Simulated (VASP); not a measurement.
Crystal: Cl.

```xyz
2
Lattice="0.0000 3.0750 3.0750 3.0750 0.0000 3.0750 3.0750 3.0750 0.0000" Properties=species:S:1:pos:R:3 pbc="T T T"
Cl    6.1500    6.1500    6.1500
Cl    1.5375    1.5375    1.5375
```

```yaml
Program: VASP 6.6.1
Task: relaxation of cell and atoms
Functional: PBE
Potentials_or_basis: VASP PAW PBE potentials, release 64 (Cl)
Cutoff: 500 eV
k_mesh: 5 × 5 × 5
Occupations: fermi-dirac, width 0.01 eV
Spin: no spin polarisation
```

At the start: pressure 3.6 GPa; volume 29.08 Å³/atom.

**Question.** How do energy, volume and symmetry change on relaxing?

**Answer.** Over 4 steps the energy falls by 41.3 meV/atom and the volume is 33.31 Å³/atom (+14.6 %); space group Fd-3m (No. 227, to 0.1 Å) before and after.

Step by step:
```csv
step,energy change (eV),largest force (eV/Å),pressure (GPa),volume (Å³)
1,0.0000,0.0000,3.59,58.15
2,-0.0752,0.0000,0.90,63.80
3,-0.0824,0.0000,-0.14,67.08
4,-0.0827,0.0000,-0.01,66.61
```

Final structure:
```
Cl
1.0
     0.00000    3.21745    3.21745
     3.21745    0.00000    3.21745
     3.21745    3.21745    0.00000
Cl
2
Direct
  0.00000 0.00000 0.00000
  0.25000 0.25000 0.25000
```
